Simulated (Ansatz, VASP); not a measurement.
## Bi in VASP and in Ansatz

File INCAR:

```
PREC = Accurate
ENCUT = 520
EDIFF = 1E-7
ISMEAR = -1
SIGMA = 0.05
LREAL = False
LASPH = True
NELM = 100
ALGO = Normal
ISIF = 2
LWAVE = False
LCHARG = False
GGA = PE
NBANDS = 22
```

KPOINTS

```
regular mesh
0
Gamma
  11 11 11
```

Contents of POSCAR:

```
Bi
1.0
    0.0000000000      3.3110124794      3.3110124794
    3.3110124794      0.0000000000      3.3110124794
    3.3110124794      3.3110124794      0.0000000000
Bi
2
Direct
   -0.1250000000     -0.1250000000     -0.1250000000
    0.1250000000      0.1250000000      0.1250000000
```

Input for Ansatz:

```yaml
crystal:
  lattice:
    - [0.0, 3.3110124794, 3.3110124794]
    - [3.3110124794, 0.0, 3.3110124794]
    - [3.3110124794, 3.3110124794, 0.0]
  atoms:
    - { symbol: Bi, position: [-0.125, -0.125, -0.125] }
    - { symbol: Bi, position: [0.125, 0.125, 0.125] }
kpoints:
  mp_grid: { grid: [11, 11, 11] }
  band_path:
    path:
      - [0.0, 0.0, 0.0]
      - [0.5, 0.0, 0.5]
      - [0.625, 0.25, 0.625]
      - [0.375, 0.375, 0.75]
      - [0.0, 0.0, 0.0]
      - [0.5, 0.5, 0.5]
      - [0.5, 0.25, 0.75]
      - [0.5, 0.0, 0.5]
    npoints: 8
scf:
  occupations: { method: fermi_dirac, width: 0.05 }
hamiltonian:
  xc: pbe
  pseudopotentials: { kind: all_electron, lapw: { basis_error: 0.001 } }
output:
  forces: true
  stress: true
  eigenvalues: true
  populations: true
  dos: { projected: true, de: 0.2, e_range: [-14, 8] }
```

Change from the starting cell: volume scaled by 0.75, LAPW.

Alike in both runs: task single point; functional PBE; k mesh 11 × 11 × 11; occupations fermi-dirac, width 0.05 eV; no spin polarisation.

```csv
,VASP,Ansatz
version,VASP 6.6.1,Ansatz 0.2.0
potentials or method,"VASP PAW PBE potentials, release 64 (Bi_d), cutoff 520 eV","all-electron LAPW, scalar-relativistic"
```

```csv
,VASP,Ansatz,Ansatz less VASP
pressure (GPa),15.3,15.4,+0.10
```

Ansatz ran all-electron here, and VASP with PAW potentials.

Spin-orbit coupling is off throughout.
